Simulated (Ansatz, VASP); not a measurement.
## CdH3: VASP beside Ansatz

```
CELL_PARAMETERS angstrom
3.23553 0.00000 0.00000
0.00000 3.23553 0.00000
0.00000 0.00000 3.23553
ATOMIC_POSITIONS crystal
Cd 0.00000 0.00000 0.00000
H 0.00000 0.50000 0.50000
H 0.50000 0.00000 0.50000
H 0.50000 0.50000 0.00000
```

Alike in both runs: functional PBE; k mesh 14 × 14 × 14; occupations gaussian, width 0.1 eV; no spin polarisation.

Ansatz relaxed the structure, and its values are those at the end. VASP's run is a single point on that final structure, the one shown.

|  | VASP | Ansatz |
| --- | --- | --- |
| version | VASP 6.6.1 | Ansatz 0.2.0 |
| potentials or method | VASP PAW PBE potentials, release 64 (Cd, H), cutoff 520 eV | scalar-relativistic, plane waves, PAW |
| valence electrons in the cell | 15 | 23 |

```csv
,VASP,Ansatz,Ansatz less VASP
gap on the k mesh at the Fermi level (eV),none,none,-
pressure (GPa),0.2,0.0,-0.16
```

A gap of «none» marks a metal or a gap that the smearing closes. The functional is the same, so the differences come from potentials, cutoffs and numerics. VASP's potentials hold 15 valence electrons a cell and Ansatz's 23, so a difference there can come from the potentials and not from the codes.
